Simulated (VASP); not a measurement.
Write the native input for VASP 6.6.1 that does the following.

| Property | Result |
| --- | --- |
| Task | single point |
| Functional | r2SCAN |
| Potentials or basis | VASP PAW PBE potentials, release 64 (Pb_d) |
| Cutoff | 520 eV |
| k mesh | 12 × 12 × 12 |
| Occupations | fermi-dirac, width 0.1 eV |
| Spin | no spin polarisation |
| Dipole correction | no |
| Further INCAR settings | ALGO = Normal; EDIFF = 1e-06; NBANDS = 13 |

Crystal: Pb.

```
CELL_PARAMETERS angstrom
0.00000 2.49464 2.49464
2.49464 0.00000 2.49464
2.49464 2.49464 0.00000
ATOMIC_POSITIONS crystal
Pb 0.00000 0.00000 0.00000
```

These files were run (other wordings do the same):

POSCAR

```
Pb
1.0
    0.0000000000      2.4946408835      2.4946408835
    2.4946408835      0.0000000000      2.4946408835
    2.4946408835      2.4946408835      0.0000000000
Pb
1
Direct
    0.0000000000      0.0000000000      0.0000000000
```

INCAR.step1

```
SYSTEM = Pb
PREC = Accurate
ENCUT = 520
ISMEAR = -1
SIGMA = 0.1
LREAL = .False.
LASPH = .True.
NELM = 60
NBANDS = 13
GGA = PE
ALGO = Normal
EDIFF = 1E-4
LWAVE = .True.
LCHARG = .False.
```

INCAR.step2

```
SYSTEM = Pb
PREC = Accurate
ENCUT = 520
EDIFF = 1E-6
ISMEAR = -1
SIGMA = 0.1
LREAL = .False.
LASPH = .True.
NELM = 60
ALGO = Normal
ISIF = 2
LWAVE = .False.
LCHARG = .False.
METAGGA = R2SCAN
LMIXTAU = .True.
NBANDS = 13
ISTART = 1
```

KPOINTS

```
regular mesh
0
Gamma
  12 12 12
  0 0 0
```

Potentials or basis: VASP PAW PBE potentials, release 64 (Pb_d).

The run is started by

```sh
$ cat potpaw_PBE.64/Pb_d/POTCAR > POTCAR
$ cp INCAR.step1 INCAR
$ mpirun -np 1 vasp_std > vasp.out
$ cp INCAR.step2 INCAR
$ mpirun -np 1 vasp_std > vasp.out
```

Results of the run:

```yaml
Pressure: 0.3 GPa
Band_gap_on_the_k_mesh: zero (band 7 reaches 14.50 eV, above the bottom of band 8 at 5.37 eV)
```

Caveat: the PAW data sets were made with another functional, which shifts forces and pressure a little; spin-orbit coupling is left out, which moves the levels of the heavy elements.

Run time: 2.6 min on 1 thread of Intel(R) Xeon(R) Platinum 8259CL CPU @ 2.50GHz (Skylake/Cascade Lake), on a shared host, peak memory 0.18 GiB.
